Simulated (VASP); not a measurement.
# MoS2 (P6_3/mmc) in VASP: a series of runs, part 2 of 2

VASP 6.6.1. Earlier steps stand in the parts before.

## Step 4: Relaxation of cell and atoms, PBEsol, target pressure 10 GPa, at which the enthalpy is minimised

The input, INCAR:

```
SYSTEM = MoS2
ALGO     = Normal         ! electronic algorithm
EDIFF    = 1E-6           ! SCF threshold, eV
EDIFFG   = -0.01          ! ionic threshold
ENCUT    = 600            ! plane-wave cutoff, eV
GGA      = PS             ! functional
IBRION   = 2              ! ionic algorithm
ISIF     = 3              ! what is computed and relaxed
ISMEAR   = -1             ! smearing method
LASPH    = .True.         ! aspherical terms in the spheres
LCHARG   = .False.        ! write CHGCAR
LREAL    = .False.        ! projectors in reciprocal space
LWAVE    = .False.        ! write WAVECAR
NELM     = 60             ! most SCF steps
NSW      = 60             ! ionic steps
PREC     = Accurate       ! precision mode
PSTRESS  = 100.0        
SIGMA    = 0.05           ! smearing width, eV
```

The input, KPOINTS:

```
k-points
0
Gamma
  10 10 3
  0 0 0
```

The input, POSCAR:

```
MoS2
1.0
    3.1690000000      0.0000000000      0.0000000000
   -1.5845000000      2.7444345046      0.0000000000
    0.0000000000      0.0000000000     12.3240000000
Mo S
2 4
Direct
    0.6666666667      0.3333333333      0.7500000000
    0.3333333333      0.6666666667      0.2500000000
    0.6666666667      0.3333333333      0.3770000000
    0.3333333333      0.6666666667      0.8770000000
    0.6666666667      0.3333333333      0.1230000000
    0.3333333333      0.6666666667      0.6230000000
```

Run with:

```bash
$ cat potpaw_PBE.64/Mo_sv/POTCAR potpaw_PBE.64/S/POTCAR > POTCAR
$ mpirun -np 1 vasp_std > vasp.out
```

It took 37 min on 1 thread of Intel Xeon 8259CL, shared host; peak memory 0.34 GiB.

Results (log left out):

| Item | Value |
| --- | --- |
| Free energy | -46.5682 eV |
| Relaxed volume | 15.40 Å³/atom |
| Relaxed cell | a = 3.068 Å, b = 3.068 Å, c = 11.335 Å, α = 90.00°, β = 90.00°, γ = 120.00° |
| Space group after relaxing (to 0.1 Å) | P6_3/mmc (No. 194) |
| Energy change on relaxing (the run minimises the enthalpy) | +52.1 meV/atom |
| Ionic steps | 16 |
| Pressure after relaxing | 10.0 GPa |
| Band gap on the k mesh | 0.34 eV (least direct gap 1.91 eV) |

Step by step:
| step | energy change (eV) | largest force (eV/Å) | pressure (GPa) | volume (Å³) |
| --- | --- | --- | --- | --- |
| 1 | 0.0000 | 0.3125 | -2.99 | 107.18 |
| 2 | 2.5733 | 4.7152 | 50.30 | 86.25 |
| 3 | 0.1170 | 0.9329 | 8.87 | 100.15 |
| 4 | 0.1341 | 0.9917 | 9.46 | 99.87 |
| 5 | 0.1749 | 0.4444 | 9.62 | 97.31 |
| 6 | 0.2366 | 0.1920 | 9.78 | 96.11 |
| 7 | 0.2582 | 0.1608 | 10.27 | 94.22 |
| 8 | 0.3556 | 0.0819 | 11.48 | 91.79 |
| 9 | 0.3643 | 0.0750 | 11.56 | 91.65 |
| 10 | 0.2529 | 0.4268 | 5.83 | 93.81 |
| 11 | 0.3266 | 0.0594 | 10.04 | 92.20 |
| 12 | 0.3171 | 0.0056 | 10.05 | 92.35 |
| 13 | 0.3194 | 0.0117 | 10.04 | 92.31 |
| 14 | 0.3158 | 0.0114 | 9.98 | 92.37 |
| 15 | 0.3118 | 0.0114 | 9.91 | 92.43 |
| 16 | 0.3128 | 0.0013 | 10.02 | 92.41 |

Final structure:
```
CELL_PARAMETERS angstrom
3.06822 0.00000 0.00000
-1.53411 2.65715 0.00000
0.00000 0.00000 11.33523
ATOMIC_POSITIONS crystal
Mo 0.66667 0.33333 0.75000
Mo 0.33333 0.66667 0.25000
S 0.66667 0.33333 0.38825
S 0.33333 0.66667 0.88825
S 0.66667 0.33333 0.11175
S 0.33333 0.66667 0.61175
```

Levels at points of the mesh, in eV from the valence-band top:
```csv
k point,band 23,band 24,band 25,band 26,band 27,band 28,band 29,band 30
"(0.00, 0.00, 0.00)",-2.32,-1.90,-0.77,0.00,1.97,1.97,1.98,2.04
"(0.50, 0.00, 0.00)",-2.13,-1.96,-1.68,-1.54,1.62,1.72,1.82,2.44
```

Caveat: the cell is relaxed towards a set pressure, so the run minimises the enthalpy, not the energy; the PAW data sets were made with another functional, which shifts forces and pressure a little; an odd mesh through Γ misses points on the zone boundary, where band edges can lie.

## Step 5: Single point, PBEsol (17.15 Å³/atom)

This run uses another cell than the first one, of 17.15 Å³/atom.

The input, INCAR:

```
SYSTEM = MoS2
PREC = Accurate
ENCUT = 520
EDIFF = 1E-6
ISMEAR = -1
SIGMA = 0.05
LREAL = .False.
LASPH = .True.
NELM = 60
ALGO = Normal
ISIF = 2
LWAVE = .False.
LCHARG = .False.
GGA = PS
NBANDS = 35
```

The input, KPOINTS:

```
regular mesh
0
Gamma
  10 10 3
  0 0 0
```

POSCAR: that of step 4 with these lines changed.

```diff
@@ -2,5 +2,5 @@
 1.0
-    3.1690000000      0.0000000000      0.0000000000
-   -1.5845000000      2.7444345046      0.0000000000
-    0.0000000000      0.0000000000     12.3240000000
+    3.1261704254      0.0000000000      0.0000000000
+   -1.5630852127      2.7073430050      0.0000000000
+    0.0000000000      0.0000000000     12.1574390416
 Mo S
```

Run with:

```bash
$ cat potpaw_PBE.64/Mo_sv/POTCAR potpaw_PBE.64/S/POTCAR > POTCAR
$ mpirun -np 1 vasp_std > vasp.out
```

Wall time 96 s (1 thread of Intel Xeon 8259CL, shared host); peak memory 0.26 GiB.

Results (log left out):

| Property | Result |
| --- | --- |
| Free energy | -46.8741 eV |
| Pressure | 3.4 GPa |
| Largest force | 0.369 eV/Å |
| Band gap on the k mesh | 0.86 eV (least direct gap 1.98 eV) |

Forces on the atoms (eV/Å):
```
Mo   0.000  0.000  0.000
Mo   0.000  0.000  0.000
S    0.000  0.000  0.369
S    0.000  0.000  0.369
S    0.000  0.000 -0.369
S    0.000  0.000 -0.369
```

Stress tensor (GPa, compression positive):
```
2.89 0.00 0.00
0.00 2.89 0.00
0.00 0.00 4.55
```

Levels at points of the mesh, in eV from the valence-band top:
```
           k point  band 22  band 23  band 24  band 25  band 26  band 27  band 28  band 29  band 30  band 31
(0.00, 0.00, 0.00)    -2.25    -2.25    -1.32    -1.21     0.00     2.16     2.16     2.19     2.19     2.38
(0.50, 0.00, 0.00)    -2.59    -1.78    -1.57    -1.53    -1.40     1.67     1.72     2.06     2.37     2.88
```

Caveat: the cell stands under pressure; the PAW data sets were made with another functional, which shifts forces and pressure a little; an odd mesh through Γ misses points on the zone boundary, where band edges can lie; this functional lacks dispersion, which binds the layers, so the pressure and a relaxed spacing across them are unreliable.

## Step 6: Single point, PBEsol (18.22 Å³/atom)

This run uses another cell than the first one, of 18.22 Å³/atom.

The input, INCAR:

```
ALGO     = Normal         # electronic algorithm
EDIFF    = 1E-6           # SCF threshold, eV
ENCUT    = 520            # plane-wave cutoff, eV
GGA      = PS             # functional
ISIF     = 2              # what is computed and relaxed
ISMEAR   = -1             # smearing method
LASPH    = T              # aspherical terms in the spheres
LCHARG   = F              # write CHGCAR
LREAL    = F              # projectors in reciprocal space
LWAVE    = F              # write WAVECAR
NBANDS   = 35             # bands
NELM     = 60             # most SCF steps
PREC     = Accurate       # precision mode
SIGMA    = 0.05           # smearing width, eV
```

The input, KPOINTS:

```
k-points
0
Gamma
  10 10 3
```

POSCAR: that of step 5 with these lines changed.

```diff
@@ -2,5 +2,5 @@
 1.0
-    3.1261704254      0.0000000000      0.0000000000
-   -1.5630852127      2.7073430050      0.0000000000
-    0.0000000000      0.0000000000     12.1574390416
+    3.1899873666      0.0000000000      0.0000000000
+   -1.5949936833      2.7626100972      0.0000000000
+    0.0000000000      0.0000000000     12.4056182726
 Mo S
```

Potentials or basis: VASP PAW PBE potentials, release 64 (Mo_sv, S).

Run with:

```bash
$ cat potpaw_PBE.64/Mo_sv/POTCAR potpaw_PBE.64/S/POTCAR > POTCAR
$ mpirun -np 1 vasp_std > vasp.out
```

OUTCAR:

```text
EDIFF = 1E-6
   ENCUT = 520
   GGA = PS
   ISIF = 2
   ISMEAR = -1
   LASPH = T
   LREAL = F
   NELM = 60
   PREC = Accurate

 ion  position               nearest neighbor table
   1  0.667  0.333  0.750-   4 2.42   6 2.42   4 2.42   6 2.42   4 2.42   6 2.42
   2  0.333  0.667  0.250-   3 2.42   5 2.42   3 2.42   5 2.42   3 2.42   5 2.42
   3  0.667  0.333  0.377-   2 2.42   2 2.42   2 2.42
   4  0.333  0.667  0.877-   1 2.42   1 2.42   1 2.42
   5  0.667  0.333  0.123-   2 2.42   2 2.42   2 2.42
   6  0.333  0.667  0.623-   1 2.42   1 2.42   1 2.42

  LATTYP: Found a hexagonal cell.
 ALAT       =     3.1899873666
 C/A-ratio  =     3.8889239508

  Lattice vectors:

 A1 = (   3.1899873666,   0.0000000000,   0.0000000000)
 A2 = (  -1.5949936833,   2.7626100972,   0.0000000000)
 A3 = (   0.0000000000,   0.0000000000,  12.4056182726)

Analysis of symmetry for initial positions (statically):
=====================================================================
 Subroutine PRICEL returns:
[... 182 lines left out ...]

 val. band max:        7.1370153701   @ k =   0.0000   0.0000   0.0000
 cond. band min:       8.0521970342   @ k =   0.2000   0.2000   0.0000
 fundamental gap:      0.9151816641
 Fermi energy:         7.5426349147

 k-point     1 :       0.0000    0.0000    0.0000
  band No.  band energies     occupation
      1     -54.2728      2.00000
      2     -54.2728      2.00000
      3     -28.4403      2.00000
      4     -28.4402      2.00000
      5     -28.2322      2.00000
      6     -28.2322      2.00000
[... 901 lines left out ...]
     34      10.8092      0.00000
     35      12.8874      0.00000

 [... further k-points ...]

------------------------ aborting loop because EDIFF is reached ----------------------------------------

  FORCE on cell =-STRESS in cart. coord.  units (eV):
  Direction    XX          YY          ZZ          XY          YZ          ZX
  --------------------------------------------------------------------------------------
  -------------------------------------------------------------------------------------
  Total       -4.0240296     -4.0240296     -3.6477814      0.0000000     -0.0000000      0.0000000
  in kB      -58.9718539    -58.9718539    -53.4579637      0.0000000     -0.0000000      0.0000000
  external PRESSURE =     -57.1338905 kB  Pullay stress =       0.0000000 kB

 VOLUME and BASIS-vectors are now :
 -----------------------------------------------------------------------------
  energy-cutoff  :      520.00
  volume of cell :      109.33
      direct lattice vectors                 reciprocal lattice vectors
     3.189987367  0.000000000  0.000000000     0.313480865  0.180988262  0.000000000
    -1.594993683  2.762610097  0.000000000     0.000000000  0.361976524  0.000000000
     0.000000000  0.000000000 12.405618273     0.000000000  0.000000000  0.080608639

 POSITION                                       TOTAL-FORCE (eV/Angst)
 -----------------------------------------------------------------------------------
      1.59499      0.92087      9.30421         0.000000      0.000000     -0.000000
     -0.00000      1.84174      3.10140        -0.000000     -0.000000     -0.000000
      1.59499      0.92087      4.67692         0.000000     -0.000000     -0.613721
     -0.00000      1.84174     10.87973        -0.000000      0.000000     -0.613721
      1.59499      0.92087      1.52589         0.000000     -0.000000      0.613721
     -0.00000      1.84174      7.72870        -0.000000      0.000000      0.613721
 -----------------------------------------------------------------------------------
    total drift:                               -0.000000      0.000000     -0.000000

  FREE ENERGIE OF THE ION-ELECTRON SYSTEM (eV)
  ---------------------------------------------------
  free  energy   TOTEN  =       -46.8219508634 eV

  energy  without entropy=      -46.8219481385  energy(sigma->0) =      -46.82194950
```

OSZICAR:

```text
N       E                     dE             d eps       ncg     rms          rms(c)
DAV:   1     0.436573786609E+03    0.43657E+03   -0.29254E+04  2160   0.141E+03
DAV:   2    -0.266524612534E+02   -0.46323E+03   -0.44814E+03  2350   0.364E+02
DAV:   3    -0.494463214978E+02   -0.22794E+02   -0.22373E+02  2386   0.733E+01
DAV:   4    -0.498823971692E+02   -0.43608E+00   -0.43500E+00  2337   0.104E+01
DAV:   5    -0.498905932216E+02   -0.81961E-02   -0.81949E-02  2310   0.142E+00    0.335E+01
DAV:   6    -0.476941658393E+02    0.21964E+01   -0.12818E+01  2131   0.227E+01    0.120E+01
DAV:   7    -0.472316941108E+02    0.46247E+00   -0.60785E+00  2110   0.150E+01    0.781E+00
DAV:   8    -0.468234918820E+02    0.40820E+00   -0.91417E-01  2136   0.633E+00    0.288E+00
DAV:   9    -0.468309154622E+02   -0.74236E-02   -0.11442E-01  2275   0.167E+00    0.126E+00
DAV:  10    -0.468221031046E+02    0.88124E-02   -0.34567E-02  2178   0.127E+00    0.403E-01
DAV:  11    -0.468221426281E+02   -0.39524E-04   -0.20001E-03  2178   0.237E-01    0.229E-01
DAV:  12    -0.468219652829E+02    0.17735E-03   -0.36630E-04  2180   0.108E-01    0.114E-01
DAV:  13    -0.468219481611E+02    0.17122E-04   -0.15977E-04  2268   0.663E-02    0.100E-02
DAV:  14    -0.468219505567E+02   -0.23956E-05   -0.89287E-06  1907   0.151E-02    0.189E-02
DAV:  15    -0.468219508634E+02   -0.30663E-06   -0.88199E-07  1441   0.545E-03
   1 F= -.46821951E+02 E0= -.46821950E+02  d E =-.272485E-05
```

stdout:

```text
POSCAR found type information on POSCAR MoS
 POSCAR found :  2 types and       6 ions
 scaLAPACK will be used
 -----------------------------------------------------------------------------
|                                                                             |
|                                                                             |
|     You enforced a specific xc type in the INCAR file but a different       |
|     I HOPE YOU KNOW WHAT YOU ARE DOING!                                     |
|                                                                             |
 -----------------------------------------------------------------------------

 LDA part: xc-table for (Slater+PW92), standard interpolation
 POSCAR, INCAR and KPOINTS ok, starting setup
 FFT: planning ... GRIDC
 FFT: planning ... GRID_SOFT
 FFT: planning ... GRID
 WAVECAR not read
 entering main loop
```

It took 1.8 min on 1 thread of Intel Xeon 8259CL, shared host; peak memory 0.27 GiB.

Results:

- Free energy: -46.8220 eV
- Pressure: -5.7 GPa
- Largest force: 0.614 eV/Å
- Band gap on the k mesh: 0.92 eV (least direct gap 1.82 eV)

Forces in eV/Å, atoms in the order of the input:
```
Mo   0.000  0.000  0.000
Mo   0.000  0.000  0.000
S    0.000  0.000 -0.614
S    0.000  0.000 -0.614
S    0.000  0.000  0.614
S    0.000  0.000  0.614
```

Caveat: the cell stands under tension; the PAW data sets were made with another functional, which shifts forces and pressure a little; an odd mesh through Γ misses points on the zone boundary, where band edges can lie; this functional lacks dispersion, which binds the layers, so the pressure and a relaxed spacing across them are unreliable.

## Step 7: The runs side by side

| task | cell | cutoff (eV) | gap on the mesh (eV) | pressure (GPa) | largest force (eV/Å) |
| --- | --- | --- | --- | --- | --- |
| relaxation of cell and atoms | relaxed to 2 GPa from a = 3.169, b = 3.169, c = 12.324 Å, angles 90.0, 90.0, 120.0°, 6 atoms | 600 | 0.75 | 2.1 | - |
| relaxation of cell and atoms | relaxed to 5 GPa from a = 3.169, b = 3.169, c = 12.324 Å, angles 90.0, 90.0, 120.0°, 6 atoms | 600 | 0.55 | 5.0 | - |
| relaxation of cell and atoms | relaxed to 10 GPa from a = 3.169, b = 3.169, c = 12.324 Å, angles 90.0, 90.0, 120.0°, 6 atoms | 600 | 0.34 | 10.0 | - |
| single point | a = 3.126, b = 3.126, c = 12.157 Å, angles 90.0, 90.0, 120.0°, 6 atoms | 520 | 0.86 | 3.4 | 0.37 |
| single point | a = 3.190, b = 3.190, c = 12.406 Å, angles 90.0, 90.0, 120.0°, 6 atoms | 520 | 0.92 | -5.7 | 0.61 |

Alike in all rows: level PBEsol; potentials or basis VASP PAW PBE potentials, release 64 (Mo_sv, S); no spin polarisation; k mesh 10 × 10 × 3; smearing fermi-dirac 0.05 eV.

Caveats: the PAW data sets were made with another functional, which shifts forces and pressure a little; an odd mesh through Γ misses points on the zone boundary, where band edges can lie; the cell is relaxed towards a set pressure, so the run minimises the enthalpy, not the energy (at least some runs); this functional lacks dispersion, which binds the layers, so the pressure and a relaxed spacing across them are unreliable (at least some runs); the cell stands under pressure (at least some runs); the cell stands under tension (at least some runs).

Total energies depend on the potentials used, so only differences within one code and one set of settings carry meaning.
